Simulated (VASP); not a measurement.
Input of a VASP 6.6.1 run:

The input INCAR:

```
PREC = Accurate ; ENCUT = 520
EDIFF = 1E-6 ; ISMEAR = 0
SIGMA = 0.1 ; LREAL = False
LASPH = True ; NELM = 80
ALGO = Normal ; ISIF = 2
LWAVE = False ; LCHARG = True
GGA = PE ; LELF = True
LVHAR = True ; NBANDS = 29
```

Contents of KPOINTS:

```
regular mesh
0
Gamma
  12 12 2
```

POSCAR

```
LiAl3O
1.0
    2.8503467245      0.0000000000      0.0000000000
   -1.4251733622      2.4684726730      0.0000000000
    0.0000000000      0.0000000000     18.9127249599
Li Al O
2 6 2
Direct
    0.6666666667      0.3333333333      0.1263458895
    0.3333333333      0.6666666667      0.8736541105
    0.0000000000      0.0000000000      0.0000000000
    0.0000000000      0.0000000000      0.7469655891
    0.6666666667      0.3333333333      0.6245991889
    0.0000000000      0.0000000000      0.2530344109
    0.3333333333      0.6666666667      0.3754008111
    0.0000000000      0.0000000000      0.5000000000
    0.3333333333      0.6666666667      0.0540822064
    0.6666666667      0.3333333333      0.9459177936
```

Potentials or basis: VASP PAW PBE potentials, release 64 (Li_sv, Al, O).

The run is started by

```sh
$ cat potpaw_PBE.64/Li_sv/POTCAR potpaw_PBE.64/Al/POTCAR potpaw_PBE.64/O/POTCAR > POTCAR
$ mpirun -np 1 vasp_std > vasp.out
```

Question: Predict the largest force.

Answer: 0.006 eV/Å.

Question: What does it give for the band gap on the k mesh?

Answer: Zero (bands 18 and 19 overlap by 2.50 eV).

Forces on the atoms (eV/Å):
```
Li   0.000  0.000  0.006
Li   0.000  0.000 -0.006
Al   0.000  0.000  0.000
Al   0.000  0.000  0.000
Al   0.000  0.000  0.000
Al   0.000  0.000  0.000
Al   0.000  0.000  0.000
Al   0.000  0.000  0.000
O    0.000  0.000  0.002
O    0.000  0.000 -0.002
```
